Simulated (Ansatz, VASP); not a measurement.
**Ti2Al6H: VASP beside Ansatz**

File INCAR:

```
ALGO     = Normal         # electronic algorithm
DIPOL    = 0.5 0.5 0.308
EDIFF    = 1E-6           # SCF threshold, eV
ENCUT    = 520            # plane-wave cutoff, eV
GGA      = PE             # functional
IDIPOL   = 3            
ISIF     = 2              # what is computed and relaxed
ISMEAR   = 0              # smearing method
IVDW     = 12             # dispersion correction
LASPH    = T              # aspherical terms in the spheres
LCHARG   = T              # write CHGCAR
LDIPOL   = T            
LELF     = T              # ELF
LREAL    = F              # projectors in reciprocal space
LVACPOTAV= T            
LVHAR    = T            
LWAVE    = F              # write WAVECAR
NBANDS   = 32             # bands
NELM     = 60             # most SCF steps
PREC     = Accurate       # precision mode
SIGMA    = 0.1            # smearing width, eV
```

Contents of KPOINTS:

```
k-points
0
Gamma
  6 6 1
```

Contents of POSCAR:

```
Ti2Al6H
1.0
    5.0241861190      0.0000000000      0.0000000000
    2.1588814530      4.5367033218      0.0000000000
    0.0000000000      0.0000000000     21.2187109014
Al Ti H
6 2 1
Direct
    0.5000000000      0.0000000000      0.1885128658
    0.0000000000      0.5000000000      0.1885128658
    0.0000000000      0.0000000000      0.2517328341
    0.0000000000      0.5000000000      0.3193548961
    0.5000000000      0.0000000000      0.3193548961
    0.5000000000      0.5000000000      0.3826203646
    0.5000000000      0.5000000000      0.2517328341
    0.0000000000      0.0000000000      0.3797002555
    0.6666666667      1.0000000000      0.4863024408
```

Input for Ansatz:

```yaml
crystal:
  lattice:
    - [5.024186119, 0.0, 0.0]
    - [2.158881453, 4.5367033218, 0.0]
    - [0.0, 0.0, 21.2187109014]
  atoms:
    - { symbol: Al, position: [0.5, 0.0, 0.1885128658] }
    - { symbol: Al, position: [0.0, 0.5, 0.1885128658] }
    - { symbol: Ti, position: [0.5, 0.5, 0.2517328341] }
    - { symbol: Al, position: [0.0, 0.0, 0.2517328341] }
    - { symbol: Al, position: [0.0, 0.5, 0.3193548961] }
    - { symbol: Al, position: [0.5, 0.0, 0.3193548961] }
    - { symbol: Ti, position: [0.0, 0.0, 0.3797002555] }
    - { symbol: Al, position: [0.5, 0.5, 0.3826203646] }
    - { symbol: H, position: [0.6666666667, 1.0, 0.4863024408] }
basis:
  ecutwfc: 420
kpoints:
  mp_grid: { grid: [6, 6, 1] }
hamiltonian:
  xc: pbe
  pseudopotentials: { kind: paw, azcp: { folder: soft_1 } }
  dispersion: d3bj
scf:
  occupations: { method: gaussian, width: 0.1 }
output:
  forces: true
  eigenvalues: true
efield:
  axis: 3
  dipole_correction: true
  ramp_width: 0.04
```

Alike in both runs: task single point; functional PBE; dispersion D3(BJ); k mesh 6 × 6 × 1; occupations gaussian, width 0.1 eV; no spin polarisation.

|  | VASP | Ansatz |
| --- | --- | --- |
| version | VASP 6.6.1 | Ansatz 0.2.0 |
| potentials or method | VASP PAW PBE potentials, release 64 (Al, Ti_sv, H), cutoff 520 eV | scalar-relativistic, plane waves, PAW |
| valence electrons in the cell | 43 | 43 |

```csv
,VASP,Ansatz,Ansatz less VASP
gap on the k mesh at the Fermi level (eV),none,none,-
rms of the force components (eV/Å),0.443,0.443,-0.0002
"work function, face that differs most (eV)",4.18,4.18,-0.003
```

A gap of «none» marks a metal or a gap that the smearing closes.
